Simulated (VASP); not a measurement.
Set up this calculation in VASP 6.6.1, as the native input.

```
Task                   : single point
Functional             : PBEsol
Potentials or basis    : VASP PAW PBE potentials, release 64 (Ru_pv)
Cutoff                 : 520 eV
k mesh                 : 18 × 18 × 3
Occupations            : gaussian, width 0.1 eV
Spin                   : no spin polarisation
Dipole correction      : no
Further INCAR settings : ALGO = Fast; EDIFF = 1e-06; NBANDS = 66
```

The structure of Ru lies in POSCAR:

```
Ru
1.0
    2.6718487035      0.0000000000      0.0000000000
   -1.3359243517      2.3138888523      0.0000000000
    0.0000000000      0.0000000000     17.3037653303
Ru
8
Direct
    0.0000000000      0.0000000000     -0.0016812198
    0.3333333333      0.6666666667      0.1250000000
    0.6666666667      0.3333333333      0.2516812198
    0.0000000000      0.0000000000      0.3750000000
    0.6666666667      0.3333333333      0.4983187802
    0.3333333333      0.6666666667      0.6250000000
    0.0000000000      0.0000000000      0.7516812198
    0.6666666667      0.3333333333      0.8750000000
```

These files were run (other wordings do the same):

INCAR

```
SYSTEM = Ru
PREC     = Accurate       ! precision mode
ENCUT    = 520            ! plane-wave cutoff, eV
EDIFF    = 1E-6           ! SCF threshold, eV
ISMEAR   = 0              ! smearing method
SIGMA    = 0.1            ! smearing width, eV
LREAL    = .FALSE.        ! projectors in reciprocal space
LASPH    = .TRUE.         ! aspherical terms in the spheres
NELM     = 80             ! most SCF steps
ALGO     = Fast           ! electronic algorithm
ISIF     = 2              ! what is computed and relaxed
LWAVE    = .FALSE.        ! write WAVECAR
LCHARG   = .FALSE.        ! write CHGCAR
GGA      = PS             ! functional
NBANDS   = 66             ! bands
```

KPOINTS

```
regular mesh
0
G
  18 18 3
  0 0 0
```

Potentials or basis: VASP PAW PBE potentials, release 64 (Ru_pv).

Run with:

```sh
$ cat potpaw_PBE.64/Ru_pv/POTCAR > POTCAR
$ mpirun -np 1 vasp_std > vasp.out
```

Results of the run:

The pressure is 0.0 GPa. The band gap on the k mesh is zero (bands 56 and 57 overlap by 3.01 eV).

Caveat: the PAW data sets were made with another functional, which shifts forces and pressure a little.

Run time: 12 min on 1 thread of Intel(R) Xeon(R) Platinum 8259CL CPU @ 2.50GHz (Skylake/Cascade Lake) (shared host), peak memory 0.46 GiB.
